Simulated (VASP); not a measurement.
# NaH (Fm-3m) in VASP: further runs

Aim: see how the results for NaH move with the level of theory and the settings. Levels: PBE, LDA, PBEsol, r2SCAN. Tasks: electric field gradients.

Program: VASP 6.6.1. These are calculated values, not measurements. Logs are shortened: lines on timing, memory, paths and dates and some standing lists are left out, and cuts for length are marked.

**1. The cell of the first run**

The structure is cubic, space group Fm-3m (No. 225). The conventional cell has a = 4.944 Å, b = 4.944 Å, c = 4.944 Å, α = 90.00°, β = 90.00°, γ = 90.00°. Within 3.3 Å of Na (site symmetry m-3m) lie 6 H at 2.47 Å. H (site symmetry m-3m) has 6 Na at 2.47 Å within 3.3 Å.

**2. Electric field gradients, PBE (15.11 Å³/atom)**

The input, INCAR:

```
ALGO     = Normal         # electronic algorithm
EDIFF    = 1E-8           # SCF threshold, eV
ENCUT    = 520            # plane-wave cutoff, eV
GGA      = PE             # functional
ISIF     = 2              # what is computed and relaxed
ISMEAR   = -1             # smearing method
LASPH    = T              # aspherical terms in the spheres
LCHARG   = F              # write CHGCAR
LEFG     = T            
LREAL    = F              # projectors in reciprocal space
LWAVE    = F              # write WAVECAR
NBANDS   = 11             # bands
NELM     = 80             # most SCF steps
PREC     = Accurate       # precision mode
SIGMA    = 0.03           # smearing width, eV
```

The input, KPOINTS:

```
k-points
0
Gamma
  9 9 9
```

The input, POSCAR:

```
NaH
1.0
    0.0000000000      2.4721089453      2.4721089453
    2.4721089453      0.0000000000      2.4721089453
    2.4721089453      2.4721089453      0.0000000000
Na H
1 1
Direct
    0.0000000000      0.0000000000      0.0000000000
    0.5000000000      0.5000000000      0.5000000000
```

Potentials or basis: VASP PAW PBE potentials, release 64 (Na_pv, H).

Run with:

```bash
$ cat potpaw_PBE.64/Na_pv/POTCAR potpaw_PBE.64/H/POTCAR > POTCAR
$ mpirun -np 1 vasp_std > vasp.out
```

OUTCAR:

```text
EDIFF = 1E-8
   ENCUT = 520
   GGA = PE
   ISIF = 2
   ISMEAR = -1
   LASPH = T
   LREAL = F
   NELM = 80
   PREC = Accurate

 ion  position               nearest neighbor table
   1  0.000  0.000  0.000-
   2  0.500  0.500  0.500-

  LATTYP: Found a face centered cubic cell.
 ALAT       =     4.9442178906

  Lattice vectors:

 A1 = (   0.0000000000,   2.4721089453,   2.4721089453)
 A2 = (   2.4721089453,   0.0000000000,   2.4721089453)
 A3 = (   2.4721089453,   2.4721089453,   0.0000000000)

Analysis of symmetry for initial positions (statically):
=====================================================================
 Subroutine PRICEL returns:
 Original cell was already a primitive cell.

 Routine SETGRP: Setting up the symmetry group for a
 face centered cubic supercell.

 Subroutine GETGRP returns: Found 48 space group operations
 (whereof 48 operations were pure point group operations)
 out of a pool of 48 trial point group operations.

The static configuration has the point symmetry O_h .

Analysis of symmetry for dynamics (positions and initial velocities):
=====================================================================
 Subroutine PRICEL returns:
 Original cell was already a primitive cell.

 Routine SETGRP: Setting up the symmetry group for a
 face centered cubic supercell.

 Subroutine GETGRP returns: Found 48 space group operations
 (whereof 48 operations were pure point group operations)
 out of a pool of 48 trial point group operations.

The dynamic configuration has the point symmetry O_h .

 Subroutine INISYM returns: Found 48 space group operations
 (whereof 48 operations are pure point group operations),
 and found     1 'primitive' translations

----------------------------------------------------------------------------------------

                                     Primitive cell

  volume of cell :      30.2157

  direct lattice vectors                    reciprocal lattice vectors
     0.000000000  2.472108945  2.472108945    -0.202256458  0.202256458  0.202256458
     2.472108945  0.000000000  2.472108945     0.202256458 -0.202256458  0.202256458
     2.472108945  2.472108945  0.000000000     0.202256458  0.202256458 -0.202256458

  length of vectors
     3.496089998  3.496089998  3.496089998     0.350318462  0.350318462  0.350318462

  position of ions in fractional coordinates (direct lattice)
     0.000000000  0.000000000  0.000000000
     0.500000000  0.500000000  0.500000000

  ion indices of the primitive-cell ions
   primitive index   ion index
                 1           1
                 2           2

----------------------------------------------------------------------------------------

 KPOINTS: k-points

Automatic generation of k-mesh.
 Grid dimensions read from file:
 generate k-points for:    9    9    9

 Generating k-lattice:

  Cartesian coordinates                     Fractional coordinates (reciprocal lattice)
    -0.022472940  0.022472940  0.022472940     0.111111111  0.000000000  0.000000000
     0.022472940 -0.022472940  0.022472940     0.000000000  0.111111111  0.000000000
     0.022472940  0.022472940 -0.022472940     0.000000000  0.000000000  0.111111111

  Length of vectors
     0.038924274  0.038924274  0.038924274

  Shift w.r.t. Gamma in fractional coordinates (k-lattice)
     0.000000000  0.000000000  0.000000000

 Subroutine IBZKPT returns following result:
 ===========================================

 Found     35 irreducible k-points:

 Following reciprocal coordinates:
            Coordinates               Weight
  0.000000  0.000000  0.000000      1.000000
  0.111111  0.000000  0.000000      8.000000
  0.222222  0.000000  0.000000      8.000000
  0.333333  0.000000  0.000000      8.000000
  0.444444  0.000000  0.000000      8.000000
  0.111111  0.111111  0.000000      6.000000
[... 16 lines left out ...]
 -0.333333  0.333333  0.000000     12.000000
  0.444444  0.444444  0.000000      6.000000
 [... further k-points ...]
   k-points           NKPTS =     35   k-points in BZ     NKDIM =     35   number of bands    NBANDS=     11
   number of dos      NEDOS =    301   number of ions     NIONS =      2
   total plane-waves  NPLWV =  21952
   dimension x,y,z NGX =    28 NGY =   28 NGZ =   28
   dimension x,y,z NGXF=    56 NGYF=   56 NGZF=   56
   ions per type =               1   1
   NGX,Y,Z   is equivalent  to a cutoff of  13.31, 13.31, 13.31 a.u.
   NGXF,Y,Z  is equivalent  to a cutoff of  26.63, 26.63, 26.63 a.u.
 SYSTEM =  unknown system
   PREC   = accura    normal or accurate (medium, high low for compatibility)
   ISTART =      0    job   : 0-new  1-cont  2-samecut
   ICHARG =      2    charge: 1-file 2-atom 10-const
   ISPIN  =      1    spin polarized calculation?
   LNONCOLLINEAR =      F non collinear calculations
   LSORBIT =      F    spin-orbit coupling
   LASPH  =      T    aspherical Exc in radial PAW
   ENCUT  =  520.0 eV  38.22 Ry    6.18 a.u.   6.50  6.50  6.50*2*pi/ulx,y,z
   NELM   =     80;   NELMIN=  2; NELMDL= -5     # of ELM steps
   EDIFF  = 0.1E-07   stopping-criterion for ELM
   LREAL  =      F    real-space projection
   EDIFFG = 0.1E-06   stopping-criterion for IOM
   NSW    =      0    number of steps for IOM
   IBRION =     -1    ionic relax: 0-MD 1-quasi-New 2-CG
   NFREE  =      0    steps in history (QN), initial steepest desc. (CG)
   ISIF   =      2    stress and relaxation
   ISYM   =      2    0-nonsym 1-usesym 2-fastsym
   POTIM  = 0.5000    time-step for ionic-motion
   TEBEG  =    0.0;   TEEND  =   0.0 temperature during run
   PSTRESS=    0.0 pullay stress
   NELECT =       8.0000    total number of electrons
   NUPDOWN=      -1.0000    fix difference up-down
   EMIN   =  10.00;   EMAX   =-10.00  energy-range for DOS
   EFERMI =   0.00;   METHOD = LEGACY
   ISMEAR =    -1;   SIGMA  =   0.03  broadening in eV -4-tet -1-fermi 0-gaus
   EFERMI_NEDOS =   21; number of points for ismear=-14 and -15
   IALGO  =     38    algorithm
   IMIX   =      4    mixing-type and parameters
     AMIX     =   0.40;   BMIX     =  1.00
     AMIX_MAG =   1.60;   BMIX_MAG =  1.00
  volume/ion in A,a.u.               =      15.11       101.95
  Fermi-wavevector in a.u.,A,eV,Ry     =   1.051221  1.986519 15.035320  1.105065
  Thomas-Fermi vector in A             =   2.186255
   LORBIT       =      0    0 simple, 1 ext, 2 COOP (PROOUT), +10 PAW based schemes
   GGA     = PE    functional components
   LHFCALC =     F    Hartree Fock is set to
   AEXX    =    0.0000 exact exchange contribution
   IVDW    =     0    specifies the selected vdW correction
   LEPSILON=     F    determine dielectric tensor
   LRPA    =     F    only Hartree local field effects (RPA)
 non-spin polarized calculation
  energy-cutoff  :      520.00
  volume of cell :       30.22
 maximum number of plane-waves:       869
 NGX is ok and might be reduce to    28
   NGX = 13   NGY = 13   NGZ = 13

 number of electron       8.0000004 magnetization

 Free energy of the ion-electron system (eV)
  ---------------------------------------------------
  ext. energy  EPLUGINS =         0.00000000
  ---------------------------------------------------
  free energy    TOTEN  =        -5.07869769 eV

  energy without entropy =       -5.07869769  energy(sigma->0) =       -5.07869769

 E-fermi :  -0.6993     XC(G=0):  -7.5435

 val. band max:       -1.3823416680   @ k =  -0.3333   0.4444   0.1111
 cond. band min:       2.5545051278   @ k =  -0.4444   0.1111   0.0000
 fundamental gap:      3.9368467958
 Fermi energy:        -0.6992985528

 k-point     1 :       0.0000    0.0000    0.0000
  band No.  band energies     occupation
      1     -23.5489      2.00000
      2     -23.5489      2.00000
      3     -23.5489      2.00000
      4      -4.7502      2.00000
      5       8.5079      0.00000
      6      13.7774      0.00000
      7      13.7774      0.00000
      8      13.7774      0.00000
      9      14.4737      0.00000
     10      14.4737      0.00000
     11      14.4737      0.00000

 k-point     2 :       0.1111    0.0000    0.0000
  band No.  band energies     occupation
      1     -23.5576      2.00000
      2     -23.5500      2.00000
      3     -23.5500      2.00000
      4      -4.5492      2.00000
      5       7.8810      0.00000
      6      11.4694      0.00000
      7      13.0509      0.00000
      8      13.0509      0.00000
      9      15.3861      0.00000
     10      15.3861      0.00000
     11      15.4762      0.00000

 k-point     3 :       0.2222    0.0000    0.0000
  band No.  band energies     occupation
      1     -23.5796      2.00000
      2     -23.5527      2.00000
      3     -23.5527      2.00000
      4      -3.9705      2.00000
      5       6.1150      0.00000
      6       9.9633      0.00000
      7      12.3392      0.00000
      8      12.3392      0.00000
      9      15.6391      0.00000
     10      15.6392      0.00000
     11      16.4920      0.00000

 k-point     4 :       0.3333    0.0000    0.0000
  band No.  band energies     occupation
      1     -23.6043      2.00000
      2     -23.5557      2.00000
      3     -23.5557      2.00000
      4      -3.1110      2.00000
      5       4.0496      0.00000
      6       9.2973      0.00000
      7      11.8849      0.00000
      8      11.8849      0.00000
      9      14.8697      0.00000
     10      14.8697      0.00000
     11      16.9263      0.00000
[... 239 lines left out ...]
 k-point    22 :      -0.4444    0.3333    0.0000
  band No.  band energies     occupation
      1     -23.6065      2.00000
      2     -23.5847      2.00000
      3     -23.5693      2.00000
      4      -1.5364      2.00000
      5       3.6721      0.00000
      6       5.4050      0.00000
      7       9.4568      0.00000
      8       9.9178      0.00000
      9      14.1687      0.00000
     10      19.2277      0.00000
     11      19.8417      0.00000

 k-point    23 :      -0.3333    0.3333    0.0000
  band No.  band energies     occupation
      1     -23.5975      2.00000
      2     -23.5955      2.00000
      3     -23.5653      2.00000
      4      -1.5737      2.00000
      5       4.1607      0.00000
      6       4.3833      0.00000
      7       9.9733      0.00000
      8      10.4482      0.00000
      9      16.2557      0.00000
     10      19.1533      0.00000
     11      19.3834      0.00000

 k-point    24 :       0.4444    0.4444    0.0000
  band No.  band energies     occupation
      1     -23.6131      2.00000
      2     -23.5735      2.00000
      3     -23.5735      2.00000
      4      -1.6561      2.00000
      5       3.3856      0.00000
      6       8.5336      0.00000
      7       8.9979      0.00000
      8       8.9979      0.00000
      9       9.9150      0.00000
     10      20.9611      0.00000
     11      22.8932      0.00000

 [... further k-points ...]

------------------------ aborting loop because EDIFF is reached ----------------------------------------

  FORCE on cell =-STRESS in cart. coord.  units (eV):
  Direction    XX          YY          ZZ          XY          YZ          ZX
  --------------------------------------------------------------------------------------
  -------------------------------------------------------------------------------------
  Total       -0.2733541     -0.2733541     -0.2733541     -0.0000000      0.0000000     -0.0000000
  in kB      -14.4945019    -14.4945019    -14.4945019     -0.0000000      0.0000000     -0.0000000
  external PRESSURE =     -14.4945019 kB  Pullay stress =       0.0000000 kB

 VOLUME and BASIS-vectors are now :
 -----------------------------------------------------------------------------
  energy-cutoff  :      520.00
  volume of cell :       30.22
      direct lattice vectors                 reciprocal lattice vectors
     0.000000000  2.472108945  2.472108945    -0.202256458  0.202256458  0.202256458
     2.472108945  0.000000000  2.472108945     0.202256458 -0.202256458  0.202256458
     2.472108945  2.472108945  0.000000000     0.202256458  0.202256458 -0.202256458

 POSITION                                       TOTAL-FORCE (eV/Angst)
 -----------------------------------------------------------------------------------
      0.00000      0.00000      0.00000         0.000000      0.000000     -0.000000
      2.47211      2.47211      2.47211        -0.000000     -0.000000      0.000000
 -----------------------------------------------------------------------------------
    total drift:                               -0.000000      0.000000      0.000000

  FREE ENERGIE OF THE ION-ELECTRON SYSTEM (eV)
  ---------------------------------------------------
  free  energy   TOTEN  =        -5.0786976890 eV

  energy  without entropy=       -5.0786976890  energy(sigma->0) =       -5.07869769

 Electric field gradients (V/A^2)
---------------------------------------------------------------------
 ion       V_xx      V_yy      V_zz      V_xy      V_xz      V_yz
---------------------------------------------------------------------
   1      -0.000    -0.000     0.000     0.002     0.002     0.002
   2       0.000    -0.000    -0.000     0.001     0.001     0.001
---------------------------------------------------------------------

 Electric field gradients after diagonalization (V/A^2)
 (convention: |V_zz| > |V_xx| > |V_yy|)
----------------------------------------------------------------------
 ion       V_xx      V_yy      V_zz     asymmetry (V_yy - V_xx)/ V_zz
----------------------------------------------------------------------
   1      -0.002    -0.002     0.005       0.000
   2      -0.001    -0.001     0.001       0.000
----------------------------------------------------------------------

           NMR quadrupolar parameters

 Cq : quadrupolar parameter    Cq=e*Q*V_zz/h
 eta: asymmetry parameters     (V_yy - V_xx)/ V_zz
 Q  : nuclear electric quadrupole moment in mb (millibarn)
----------------------------------------------------------------------
 ion       Cq(MHz)       eta       Q (mb)
----------------------------------------------------------------------
   1       0.000       0.000       1.000
   2       0.000       0.000       1.000
----------------------------------------------------------------------
```

It took 22 s on 1 thread of AMD EPYC 7R13, shared host; peak memory 0.12 GiB.

What came out:

```yaml
Free_energy: -5.0787 eV
Pressure: -1.4 GPa
Band_gap_on_the_k_mesh: 3.94 eV (least direct gap 4.61 eV)
Largest_electric_field_gradient_by_atom: zero within the noise of the run
```

Levels at points of the mesh, in eV from the valence-band top:
```
           k point  band 1  band 2  band 3  band 4  band 5  band 6  band 7  band 8  band 9
(0.00, 0.00, 0.00)  -22.17  -22.17  -22.17   -3.37    9.89   15.16   15.16   15.16   15.86
```

Caveat: an odd mesh through Γ misses points on the zone boundary, where band edges can lie.

(Continued in part 2 of 3.)
